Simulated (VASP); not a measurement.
# Mn (Fd-3m) in VASP: single point with BLYP

Aim: the single point of Mn with BLYP.

Program: VASP 6.6.1. These are calculated values, not measurements. Logs are shortened: lines on timing, memory, paths and dates and some standing lists are left out, and cuts for length are marked.

## 1. The cell of the first run

Symmetry: Fd-3m, No. 227, cubic system. Conventional cell: a = 5.202 Å, b = 5.202 Å, c = 5.202 Å, α = 90.00°, β = 90.00°, γ = 90.00°. Within 3.0 Å of Mn (site symmetry -43m) lie 4 Mn at 2.25 Å.

This isn't the form of Mn at room conditions, which is a 58-atom cubic cell.

## 2. Single point, BLYP, collinear spin, antiferromagnetic start

INCAR reads:

```
PREC = Accurate ; ENCUT = 520
EDIFF = 1E-7 ; ISMEAR = -1
SIGMA = 0.05 ; LREAL = False
LASPH = True ; NELM = 150
ALGO = Normal ; ISIF = 2
LWAVE = False ; LCHARG = False
ISPIN = 2 ; MAGMOM = 2.092 -2.092
LORBIT = 11 ; LMAXMIX = 4
GGA = B5 ; ALDAX = 1.0
AGGAX = 1.0 ; AGGAC = 1.0
ALDAC = 0.0 ; NBANDS = 24
```

KPOINTS reads:

```
Automatic mesh
0
Gamma
  17 17 17
```

POSCAR reads:

```
Mn
1.0
    0.0000000000      2.6010917251      2.6010917251
    2.6010917251      0.0000000000      2.6010917251
    2.6010917251      2.6010917251      0.0000000000
Mn
2
Direct
    0.1250000000      0.1250000000      0.1250000000
    0.8750000000      0.8750000000      0.8750000000
```

Potentials or basis: VASP PAW PBE potentials, release 64 (Mn_pv).

Command:

```bash
$ cat potpaw_PBE.64/Mn_pv/POTCAR > POTCAR
$ mpirun -np 1 vasp_std > vasp.out
```

OUTCAR:

```text
PREC = Accurate
   ENCUT = 520
   EDIFF = 1E-7
   ISMEAR = -1
   LREAL = False
   LASPH = True
   NELM = 150
   ISIF = 2
   ISPIN = 2
   LORBIT = 11
   GGA = B5

 ion  position               nearest neighbor table
   1  0.125  0.125  0.125-   2 2.25   2 2.25   2 2.25   2 2.25
   2  0.875  0.875  0.875-   1 2.25   1 2.25   1 2.25   1 2.25

  LATTYP: Found a face centered cubic cell.
 ALAT       =     5.2021834502

  Lattice vectors:

 A1 = (   0.0000000000,   2.6010917251,   2.6010917251)
 A2 = (   2.6010917251,   0.0000000000,   2.6010917251)
 A3 = (   2.6010917251,   2.6010917251,   0.0000000000)

Analysis of symmetry for initial positions (statically):
=====================================================================
 Subroutine PRICEL returns:
 Original cell was already a primitive cell.

 Routine SETGRP: Setting up the symmetry group for a
 face centered cubic supercell.

 Subroutine GETGRP returns: Found 48 space group operations
 (whereof 12 operations were pure point group operations)
 out of a pool of 48 trial point group operations.

The static configuration has the point symmetry D_3d.
 The point group associated with its full space group is O_h .

Analysis of symmetry for dynamics (positions and initial velocities):
=====================================================================
 Subroutine PRICEL returns:
 Original cell was already a primitive cell.

 Routine SETGRP: Setting up the symmetry group for a
 face centered cubic supercell.

 Subroutine GETGRP returns: Found 48 space group operations
 (whereof 12 operations were pure point group operations)
 out of a pool of 48 trial point group operations.

The dynamic configuration has the point symmetry D_3d.
 The point group associated with its full space group is O_h .

Analysis of structural, dynamic, and magnetic symmetry:
=====================================================================
 Subroutine PRICEL returns:
 Original cell was already a primitive cell.

 Routine SETGRP: Setting up the symmetry group for a
 face centered cubic supercell.

 Subroutine GETGRP returns: Found 48 space group operations
 (whereof 12 operations were pure point group operations)
 out of a pool of 48 trial point group operations.

The overall configuration has the point symmetry D_3d.
 The point group associated with its full space group is O_h .

 Subroutine INISYM returns: Found 48 space group operations
 (whereof 12 operations are pure point group operations),
 and found     1 'primitive' translations

----------------------------------------------------------------------------------------

                                     Primitive cell

  volume of cell :      35.1963

  direct lattice vectors                    reciprocal lattice vectors
     0.000000000  2.601091725  2.601091725    -0.192226977  0.192226977  0.192226977
     2.601091725  0.000000000  2.601091725     0.192226977 -0.192226977  0.192226977
     2.601091725  2.601091725  0.000000000     0.192226977  0.192226977 -0.192226977

  length of vectors
     3.678499195  3.678499195  3.678499195     0.332946891  0.332946891  0.332946891

  position of ions in fractional coordinates (direct lattice)
     0.125000000  0.125000000  0.125000000
     0.875000000  0.875000000  0.875000000

  ion indices of the primitive-cell ions
   primitive index   ion index
                 1           1
                 2           2

----------------------------------------------------------------------------------------

 KPOINTS: Automatic mesh

Automatic generation of k-mesh.
 Grid dimensions read from file:
 generate k-points for:   17   17   17

 Generating k-lattice:

  Cartesian coordinates                     Fractional coordinates (reciprocal lattice)
    -0.011307469  0.011307469  0.011307469     0.058823529  0.000000000  0.000000000
     0.011307469 -0.011307469  0.011307469     0.000000000  0.058823529  0.000000000
     0.011307469  0.011307469 -0.011307469     0.000000000  0.000000000  0.058823529

  Length of vectors
     0.019585111  0.019585111  0.019585111

  Shift w.r.t. Gamma in fractional coordinates (k-lattice)
     0.000000000  0.000000000  0.000000000

 Subroutine IBZKPT returns following result:
 ===========================================

 Found    165 irreducible k-points:

 Following reciprocal coordinates:
            Coordinates               Weight
  0.000000  0.000000  0.000000      1.000000
  0.058824  0.000000  0.000000      8.000000
  0.117647  0.000000  0.000000      8.000000
  0.176471  0.000000  0.000000      8.000000
  0.235294  0.000000  0.000000      8.000000
  0.294118  0.000000  0.000000      8.000000
[... 16 lines left out ...]
 -0.176471  0.058824  0.000000     24.000000
 -0.117647  0.058824  0.000000     24.000000
 [... further k-points ...]
   k-points           NKPTS =    165   k-points in BZ     NKDIM =    165   number of bands    NBANDS=     24
   number of dos      NEDOS =    301   number of ions     NIONS =      2
   total plane-waves  NPLWV =  21952
   dimension x,y,z NGX =    28 NGY =   28 NGZ =   28
   dimension x,y,z NGXF=    56 NGYF=   56 NGZF=   56
   ions per type =               2
   NGX,Y,Z   is equivalent  to a cutoff of  12.65, 12.65, 12.65 a.u.
   NGXF,Y,Z  is equivalent  to a cutoff of  25.31, 25.31, 25.31 a.u.
 SYSTEM =  unknown system
   PREC   = accura    normal or accurate (medium, high low for compatibility)
   ISTART =      0    job   : 0-new  1-cont  2-samecut
   ICHARG =      2    charge: 1-file 2-atom 10-const
   ISPIN  =      2    spin polarized calculation?
   LNONCOLLINEAR =      F non collinear calculations
   LSORBIT =      F    spin-orbit coupling
   LASPH  =      T    aspherical Exc in radial PAW
   ENCUT  =  520.0 eV  38.22 Ry    6.18 a.u.   6.84  6.84  6.84*2*pi/ulx,y,z
   NELM   =    150;   NELMIN=  2; NELMDL= -5     # of ELM steps
   EDIFF  = 0.1E-06   stopping-criterion for ELM
   LREAL  =      F    real-space projection
   EDIFFG = 0.1E-05   stopping-criterion for IOM
   NSW    =      0    number of steps for IOM
   IBRION =     -1    ionic relax: 0-MD 1-quasi-New 2-CG
   NFREE  =      0    steps in history (QN), initial steepest desc. (CG)
   ISIF   =      2    stress and relaxation
   ISYM   =      2    0-nonsym 1-usesym 2-fastsym
   POTIM  = 0.5000    time-step for ionic-motion
   TEBEG  =    0.0;   TEEND  =   0.0 temperature during run
   PSTRESS=    0.0 pullay stress
   NELECT =      26.0000    total number of electrons
   NUPDOWN=      -1.0000    fix difference up-down
   EMIN   =  10.00;   EMAX   =-10.00  energy-range for DOS
   EFERMI =   0.00;   METHOD = LEGACY
   ISMEAR =    -1;   SIGMA  =   0.05  broadening in eV -4-tet -1-fermi 0-gaus
   EFERMI_NEDOS =   21; number of points for ismear=-14 and -15
   IALGO  =     38    algorithm
   IMIX   =      4    mixing-type and parameters
     AMIX     =   0.40;   BMIX     =  1.00
     AMIX_MAG =   1.60;   BMIX_MAG =  1.00
  volume/ion in A,a.u.               =      17.60       118.76
  Fermi-wavevector in a.u.,A,eV,Ry     =   1.479904  2.796614 29.798345  2.190117
  Thomas-Fermi vector in A             =   2.594004
   LORBIT       =     11    0 simple, 1 ext, 2 COOP (PROOUT), +10 PAW based schemes
   GGA     = B5    functional components
   LHFCALC =     F    Hartree Fock is set to
   AEXX    =    0.0000 exact exchange contribution
   IVDW    =     0    specifies the selected vdW correction
   LEPSILON=     F    determine dielectric tensor
   LRPA    =     F    only Hartree local field effects (RPA)
 spin polarized calculation
  energy-cutoff  :      520.00
  volume of cell :       35.20
 maximum number of plane-waves:       960
   NGX = 13   NGY = 13   NGZ = 13

 number of electron      25.9999979 magnetization      -0.0000000

 number of electron      25.9999979 magnetization       0.0000000

 Free energy of the ion-electron system (eV)
  ---------------------------------------------------
  ext. energy  EPLUGINS =         0.00000000
  ---------------------------------------------------
  free energy    TOTEN  =       -13.85305638 eV

  energy without entropy =      -13.84760853  energy(sigma->0) =      -13.85033245

 E-fermi :   5.6681     XC(G=0): -10.3252

 val. band max:        5.6624898870   @ k =   0.1176   0.0000   0.0000
 cond. band min:       5.6979285598   @ k =  -0.0588   0.0588   0.0000
 fundamental gap:      0.0354386728
 Fermi energy:         5.6681018000

 spin component 1

 k-point     1 :       0.0000    0.0000    0.0000
  band No.  band energies     occupation
      1     -43.3379      1.00000
      2     -43.3378      1.00000
      3     -43.3378      1.00000
      4     -40.9831      1.00000
      5     -40.9831      1.00000
      6     -40.9831      1.00000
[... 16 lines left out ...]
     23      18.4821      0.00000
     24      19.8957      0.00000

 k-point     2 :       0.0588    0.0000    0.0000
  band No.  band energies     occupation
      1     -43.3383      1.00000
      2     -43.3383      1.00000
      3     -43.3379      1.00000
      4     -40.9834      1.00000
      5     -40.9827      1.00000
      6     -40.9827      1.00000
[... 16 lines left out ...]
     23      19.1154      0.00000
     24      20.2308      0.00000

 k-point     3 :       0.1176    0.0000    0.0000
  band No.  band energies     occupation
      1     -43.3395      1.00000
      2     -43.3394      1.00000
      3     -43.3381      1.00000
      4     -40.9843      1.00000
      5     -40.9815      1.00000
      6     -40.9815      1.00000
[... 16 lines left out ...]
     23      19.8711      0.00000
     24      20.5924      0.00000
[... 514 lines left out ...]
 k-point    23 :      -0.1765    0.0588    0.0000
  band No.  band energies     occupation
      1     -43.3444      1.00000
      2     -43.3415      1.00000
      3     -43.3373      1.00000
      4     -40.9873      1.00000
      5     -40.9795      1.00000
      6     -40.9771      1.00000
[... 16 lines left out ...]
     23      20.3404      0.00000
     24      20.5630      0.00000

 k-point    24 :      -0.1176    0.0588    0.0000
  band No.  band energies     occupation
      1     -43.3419      1.00000
      2     -43.3397      1.00000
      3     -43.3374      1.00000
      4     -40.9857      1.00000
      5     -40.9812      1.00000
      6     -40.9794      1.00000
[... 16 lines left out ...]
     23      20.0853      0.00000
     24      20.4257      0.00000

 [... further k-points ...]

 spin component 2

 k-point     1 :       0.0000    0.0000    0.0000
  band No.  band energies     occupation
      1     -43.3379      1.00000
      2     -43.3378      1.00000
      3     -43.3378      1.00000
      4     -40.9831      1.00000
      5     -40.9831      1.00000
      6     -40.9831      1.00000
[... 16 lines left out ...]
     23      18.4821      0.00000
     24      19.8957      0.00000

 k-point     2 :       0.0588    0.0000    0.0000
  band No.  band energies     occupation
      1     -43.3383      1.00000
      2     -43.3383      1.00000
      3     -43.3379      1.00000
      4     -40.9834      1.00000
      5     -40.9827      1.00000
      6     -40.9827      1.00000
[... 16 lines left out ...]
     23      19.1154      0.00000
     24      20.2308      0.00000

 k-point     3 :       0.1176    0.0000    0.0000
  band No.  band energies     occupation
      1     -43.3395      1.00000
      2     -43.3394      1.00000
      3     -43.3381      1.00000
      4     -40.9843      1.00000
      5     -40.9815      1.00000
      6     -40.9815      1.00000
[... 16 lines left out ...]
     23      19.8711      0.00000
     24      20.5924      0.00000
[... 514 lines left out ...]
 k-point    23 :      -0.1765    0.0588    0.0000
  band No.  band energies     occupation
      1     -43.3444      1.00000
      2     -43.3415      1.00000
      3     -43.3373      1.00000
      4     -40.9873      1.00000
      5     -40.9795      1.00000
      6     -40.9771      1.00000
[... 16 lines left out ...]
     23      20.3404      0.00000
     24      20.5630      0.00000

 k-point    24 :      -0.1176    0.0588    0.0000
  band No.  band energies     occupation
      1     -43.3419      1.00000
      2     -43.3397      1.00000
      3     -43.3374      1.00000
      4     -40.9857      1.00000
      5     -40.9812      1.00000
      6     -40.9794      1.00000
[... 16 lines left out ...]
     23      20.0853      0.00000
     24      20.4257      0.00000

 [... further k-points ...]

------------------------ aborting loop because EDIFF is reached ----------------------------------------

  FORCE on cell =-STRESS in cart. coord.  units (eV):
  Direction    XX          YY          ZZ          XY          YZ          ZX
  --------------------------------------------------------------------------------------
  -------------------------------------------------------------------------------------
  Total        0.0575635      0.0575635      0.0575635     -0.0000000      0.0000000      0.0000000
  in kB        2.6203576      2.6203576      2.6203576     -0.0000000      0.0000000      0.0000000
  external PRESSURE =       2.6203576 kB  Pullay stress =       0.0000000 kB

 VOLUME and BASIS-vectors are now :
 -----------------------------------------------------------------------------
  energy-cutoff  :      520.00
  volume of cell :       35.20
      direct lattice vectors                 reciprocal lattice vectors
     0.000000000  2.601091725  2.601091725    -0.192226977  0.192226977  0.192226977
     2.601091725  0.000000000  2.601091725     0.192226977 -0.192226977  0.192226977
     2.601091725  2.601091725  0.000000000     0.192226977  0.192226977 -0.192226977

 POSITION                                       TOTAL-FORCE (eV/Angst)
 -----------------------------------------------------------------------------------
      0.65027      0.65027      0.65027         0.000000      0.000000      0.000000
      4.55191      4.55191      4.55191        -0.000000     -0.000000     -0.000000
 -----------------------------------------------------------------------------------
    total drift:                                0.000000      0.000000     -0.000000

  FREE ENERGIE OF THE ION-ELECTRON SYSTEM (eV)
  ---------------------------------------------------
  free  energy   TOTEN  =       -13.8530563772 eV

  energy  without entropy=      -13.8476085289  energy(sigma->0) =      -13.85033245

 total charge

# of ion       s       p       d       tot
------------------------------------------
    1        0.454   6.218   5.186  11.859
    2        0.454   6.218   5.186  11.859
--------------------------------------------------
tot          0.908  12.437  10.372  23.717

 magnetization (x)

# of ion       s       p       d       tot
------------------------------------------
    1        0.054  -0.013   2.203   2.244
    2       -0.054   0.013  -2.203  -2.244
--------------------------------------------------
tot         -0.000   0.000   0.000  -0.000
```

Run time: 3.8 min. Hardware: 1 thread of Intel Xeon Platinum 8259CL at 2.50GHz (Skylake/Cascade Lake), shared host; peak memory 0.3 GiB.

Results:

- Free energy: -13.8531 eV
- Pressure: 0.3 GPa
- Band gap on the k mesh: zero (filled and empty bands overlap)
- Net moment: 0.00 μB per cell
- Site moments: Mn +2.24, -2.24 μB
- Valence electrons inside the program's atomic spheres: Mn 11.86

Caveat: the antiferromagnetic order is the one typed at the start, and another may lie lower; the PAW data sets were made with another functional, which shifts forces and pressure a little.

The gap in the log of VASP goes by the Fermi energy; the results here count the filled bands.